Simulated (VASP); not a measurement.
# Si (Fd-3m) in VASP: further runs, part 2 of 2

VASP 6.6.1.

### 3 G0W0 quasiparticle levels, PBE

The input, POSCAR:

```
Si
1.0
    0.0000000000      2.7221188733      2.7221188733
    2.7221188733      0.0000000000      2.7221188733
    2.7221188733      2.7221188733      0.0000000000
Si
2
Direct
    0.0000000000      0.0000000000      0.0000000000
    0.2500000000      0.2500000000      0.2500000000
```

The input, INCAR.step1:

```
SYSTEM = Si
PREC = Accurate ; ENCUT = 500
EDIFF = 1E-8 ; ISMEAR = 0
SIGMA = 0.01 ; LREAL = .False.
LASPH = .True. ; NELM = 100
ALGO = Normal ; LWAVE = .True.
LCHARG = .False. ; GGA = PE
```

The input, INCAR.step2:

```
SYSTEM = Si
PREC = Accurate ; ENCUT = 500
EDIFF = 1E-8 ; ISMEAR = 0
SIGMA = 0.01 ; LREAL = .False.
LASPH = .True. ; NELM = 1
ALGO = Exact ; LWAVE = .True.
LCHARG = .False. ; GGA = PE
NBANDS = 124 ; LOPTICS = .True.
ISTART = 1
```

The input, INCAR.step3:

```
SYSTEM = Si
PREC = Accurate ; ENCUT = 500
EDIFF = 1E-8 ; ISMEAR = 0
SIGMA = 0.01 ; LREAL = .False.
LASPH = .True. ; ALGO = EVGW0
LWAVE = .False. ; LCHARG = .False.
GGA = PE ; NELMGW = 1
NBANDS = 124 ; ENCUTGW = 120.0
NOMEGA = 48 ; PRECFOCK = Fast
ISTART = 1 ; NBANDSGW = 12
```

The input, KPOINTS:

```
regular mesh
0
Gamma
  4 4 4
  0 0 0
```

Potentials or basis: VASP PAW PBE potentials, release 64 (Si_GW).

Command:

```sh
> cat potpaw_PBE.64/Si_GW/POTCAR > POTCAR
> cp INCAR.step1 INCAR
> mpirun -np 1 vasp_std > vasp.out
> cp INCAR.step2 INCAR
> mpirun -np 1 vasp_std > vasp.out
> cp INCAR.step3 INCAR
> mpirun -np 1 vasp_std > vasp.out
```

OUTCAR:

```text
SYSTEM = Si
   PREC = Accurate
   ENCUT = 500
   EDIFF = 1E-8
   ISMEAR = 0
   LREAL = .False.
   LASPH = .True.
   GGA = PE
   NELMGW = 1
   ENCUTGW = 120.0
   PRECFOCK = Fast
   ISTART = 1

 ion  position               nearest neighbor table
   1  0.000  0.000  0.000-   2 2.36   2 2.36   2 2.36   2 2.36
   2  0.250  0.250  0.250-   1 2.36   1 2.36   1 2.36   1 2.36

  LATTYP: Found a face centered cubic cell.
 ALAT       =     5.4442377466

  Lattice vectors:

 A1 = (   0.0000000000,   2.7221188733,   2.7221188733)
 A2 = (   2.7221188733,   0.0000000000,   2.7221188733)
 A3 = (   2.7221188733,   2.7221188733,   0.0000000000)

Analysis of symmetry for initial positions (statically):
=====================================================================
 Subroutine PRICEL returns:
 Original cell was already a primitive cell.

 Routine SETGRP: Setting up the symmetry group for a
 face centered cubic supercell.

 Subroutine GETGRP returns: Found 48 space group operations
 (whereof 24 operations were pure point group operations)
 out of a pool of 48 trial point group operations.

The static configuration has the point symmetry T_d .
 The point group associated with its full space group is O_h .

Analysis of symmetry for dynamics (positions and initial velocities):
=====================================================================
 Subroutine PRICEL returns:
 Original cell was already a primitive cell.
[... 107 lines left out ...]
   ISMEAR =     0;   SIGMA  =   0.01  broadening in eV -4-tet -1-fermi 0-gaus
   EFERMI_NEDOS =   21; number of points for ismear=-14 and -15
   IALGO  =     38    algorithm
   IMIX   =      4    mixing-type and parameters
     AMIX     =   0.40;   BMIX     =  1.00
     AMIX_MAG =   1.60;   BMIX_MAG =  1.00
  volume/ion in A,a.u.               =      20.17       136.12
  Fermi-wavevector in a.u.,A,eV,Ry     =   0.954672  1.804069 12.400344  0.911400
  Thomas-Fermi vector in A             =   2.083440
   LORBIT       =      0    0 simple, 1 ext, 2 COOP (PROOUT), +10 PAW based schemes
   GGA     = PE    functional components
   LHFCALC =     T    Hartree Fock is set to
   PRECFOCK=fast      Normal, Fast or Accurate (Low or Medium for compatibility)
   ENCUT4O =  -1.0   cutoff for four orbital integrals eV
   NKREDX  =     1    reduce k-point grid by
   NKREDY  =     1    reduce k-point grid by
   NKREDZ  =     1    reduce k-point grid by
   AEXX    =    1.0000 exact exchange contribution
   HFSCREEN=    0.0000 screening length (either q_TF or 0.3 A-1)
   HFSCREENC=   0.0000 screening length for correlation (either q_TF or 0.3 A-1)
   ENCUTFOCK=  -1.0 apply spherical cutoff to Coloumb kernel
   IVDW    =     0    specifies the selected vdW correction
   LEPSILON=     F    determine dielectric tensor
   LRPA    =     F    only Hartree local field effects (RPA)
   LRPAFORCE           =     F    calculate RPA forces
   ENCUTGW             = 120.0    cutoff for response function in eV
   ENCUTGWSOFT         =  96.0    soft cutoff for Coulomb kernel in GW response function in eV
   ENCUTLF             =  -1.0    cutoff for local field effects
   NELMGW              =     1    number of iterations in solving QP/BSE equation
   NELMHF              =     1    number of iterations in the inner HF iteration
   NKREDLFX            =     1    NKREDLFY  =   1   NKREDLFZ  =   1
 non-spin polarized calculation
 Gauss-broadening in eV      SIGMA  =   0.01
  energy-cutoff  :      500.00
  volume of cell :       40.34
 maximum number of plane-waves:      1036
  NGX = 16; NGY = 16; NGZ = 16
   NGX = 13   NGY = 13   NGZ = 13
 maximum number of plane-waves:       125
 NGX is ok and might be reduce to    14

 QP shifts <psi_nk| G(iteration)W_0 |psi_nk>: iteration 1
 for sc-GW calculations column KS-energies equals QP-energies in previous step
 and V_xc(KS)=  KS-energies - (<T + V_ion + V_H > + <T+V_H+V_ion>^1  + <V_x>^1)

 k-point   1 :       0.0000    0.0000    0.0000
  band No.  KS-energies  QP-energies   sigma(KS)   V_xc(KS)     V^pw_x(r,r')   Z            occupation Imag(sigma)

      1      -6.4855      -6.9646     -11.1482     -10.4400     -17.4657       0.6765       2.0000       1.2051
      2       5.4339       4.9494     -12.0370     -11.4007     -13.0141       0.7613       2.0000       0.0891
      3       5.4339       4.9494     -12.0370     -11.4007     -13.0141       0.7613       2.0000       0.0891
      4       5.4339       4.9494     -12.0370     -11.4007     -13.0141       0.7613       2.0000       0.0891
      5       7.9750       8.1247      -9.8855     -10.0839      -5.5639       0.7548       0.0000      -0.0561
      6       7.9750       8.1247      -9.8855     -10.0839      -5.5639       0.7548       0.0000      -0.0561
      7       7.9750       8.1247      -9.8855     -10.0839      -5.5639       0.7548       0.0000      -0.0561
      8       8.7111       8.9965     -10.6656     -11.0471      -5.8606       0.7478       0.0000      -0.0818
      9      13.1330      13.3427      -9.7040      -9.9885      -4.1855       0.7370       0.0000      -0.1729
     10      13.1330      13.3427      -9.7040      -9.9885      -4.1855       0.7370       0.0000      -0.1729
     11      13.3599      13.1329      -8.0018      -7.7047      -2.5874       0.7642       0.0000      -0.2762
     12      16.6356      16.4787      -8.5137      -8.3072      -2.2325       0.7598       0.0000      -0.5727
[... 100 lines left out ...]
      1      -2.2043      -2.6776     -11.6589     -10.9796     -16.0619       0.6966       2.0000       0.5418
      2      -2.2043      -2.6776     -11.6589     -10.9796     -16.0619       0.6966       2.0000       0.5418
      3       1.5999       1.0296     -10.7877     -10.0058     -12.9020       0.7293       2.0000       0.1408
      4       1.5999       1.0296     -10.7877     -10.0058     -12.9020       0.7293       2.0000       0.1408
      5       9.6948       9.7275      -9.5209      -9.5642      -4.8825       0.7551       0.0000      -0.0970
      6       9.6948       9.7275      -9.5209      -9.5642      -4.8825       0.7551       0.0000      -0.0970
      7      10.3947      10.5689      -9.8707     -10.1064      -4.6787       0.7388       0.0000      -0.1363
      8      10.3947      10.5689      -9.8707     -10.1064      -4.6787       0.7388       0.0000      -0.1363
      9      15.9580      16.1297     -10.4559     -10.6908      -3.8805       0.7310       0.0000      -0.5432
     10      15.9580      16.1297     -10.4559     -10.6908      -3.8805       0.7310       0.0000      -0.5432
     11      18.3977      18.5792     -10.1763     -10.4240      -3.3861       0.7325       0.0000      -0.7291
     12      18.3977      18.5792     -10.1763     -10.4240      -3.3861       0.7325       0.0000      -0.7291
```

OUTCAR.step1:

```text
SYSTEM = Si
   PREC = Accurate
   ENCUT = 500
   EDIFF = 1E-8
   ISMEAR = 0
   LREAL = .False.
   LASPH = .True.
[... 291 lines left out ...]
      0.00000      0.00000      0.00000        -0.000000     -0.000000     -0.000000
      1.36106      1.36106      1.36106         0.000000      0.000000      0.000000
 -----------------------------------------------------------------------------------
    total drift:                                0.000000      0.000000     -0.000000

  FREE ENERGIE OF THE ION-ELECTRON SYSTEM (eV)
  ---------------------------------------------------
  free  energy   TOTEN  =       -10.6555201921 eV

  energy  without entropy=      -10.6555201921  energy(sigma->0) =      -10.65552019
```

It took 3.4 min on 1 thread of AMD EPYC 7R13, shared host; peak memory 0.32 GiB.

What came out:

```yaml
Band_gap_on_the_k_mesh_mean-field_level: 0.71 eV, indirect (least direct gap 2.54 eV)
Quasiparticle_gap: 1.18 eV
Least_direct_quasiparticle_gap: 3.18 eV
```

Levels at points of the mesh, in eV from the valence-band top:
```tsv
k point	band 1	band 2	band 3	band 4	band 5	band 6	band 7	band 8
(0.00, 0.00, 0.00)	-11.92	0.00	0.00	0.00	2.54	2.54	2.54	3.28
(0.50, 0.00, 0.00)	-9.60	-6.95	-1.20	-1.20	1.50	3.32	3.32	7.71
(0.50, 0.50, 0.00)	-7.80	-7.80	-2.84	-2.84	0.71	0.71	10.03	10.03
```

Caveat: the k points lie up to 0.50 Å⁻¹ apart; bands, screening cutoff and mesh are small and nothing is extrapolated, so the quasiparticle values aren't converged. A k mesh can miss the band edges.
